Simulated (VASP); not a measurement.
A run of VASP 6.6.1:

File INCAR:

```
SYSTEM = Co
PREC     = Accurate       ! precision mode
ENCUT    = 520            ! plane-wave cutoff, eV
EDIFF    = 1E-7           ! SCF threshold, eV
ISMEAR   = -1             ! smearing method
SIGMA    = 0.05           ! smearing width, eV
LREAL    = .False.        ! projectors in reciprocal space
LASPH    = .True.         ! aspherical terms in the spheres
NELM     = 150            ! most SCF steps
ALGO     = Normal         ! electronic algorithm
ISIF     = 2              ! what is computed and relaxed
LWAVE    = .False.        ! write WAVECAR
LCHARG   = .False.        ! write CHGCAR
ISPIN    = 2              ! spin polarisation
MAGMOM   = 2 2            ! initial moments
LORBIT   = 11             ! projections on sites
LMAXMIX  = 4              ! l up to which the mixer works
GGA      = B5             ! functional
ALDAX    = 1.0          
AGGAX    = 1.0          
AGGAC    = 1.0          
ALDAC    = 0.0          
IVDW     = 13             ! dispersion correction
VDW_S6   = 1.0          
VDW_S8   = 2.34076671   
VDW_A1   = 0.44488865   
VDW_A2   = 4.0933009    
NBANDS   = 20             ! bands
```

KPOINTS

```
regular mesh
0
Gamma
  12 12 7
  0 0 0
```

POSCAR

```
Co
1.0
    2.4215367659      0.0000000000      0.0000000000
   -1.2107683830      2.0971123555      0.0000000000
    0.0000000000      0.0000000000      3.9390568819
Co
2
Direct
    0.6666666667      0.3333333333      0.7500000000
    0.3333333333      0.6666666667      0.2500000000
```

Potentials or basis: VASP PAW PBE potentials, release 64 (Co).

The run is started by

```console
$ cat potpaw_PBE.64/Co/POTCAR > POTCAR
$ mpirun -np 1 vasp_std > vasp.out
```

Hardware: 1 thread of Intel Xeon 8259CL, with other jobs on the host.

Estimate the wall time of this run.

Run time: 98 s on 1 thread of Intel Xeon 8259CL, with other jobs on the host, peak memory 0.17 GiB. Counts: scf iterations 16, k points 76.
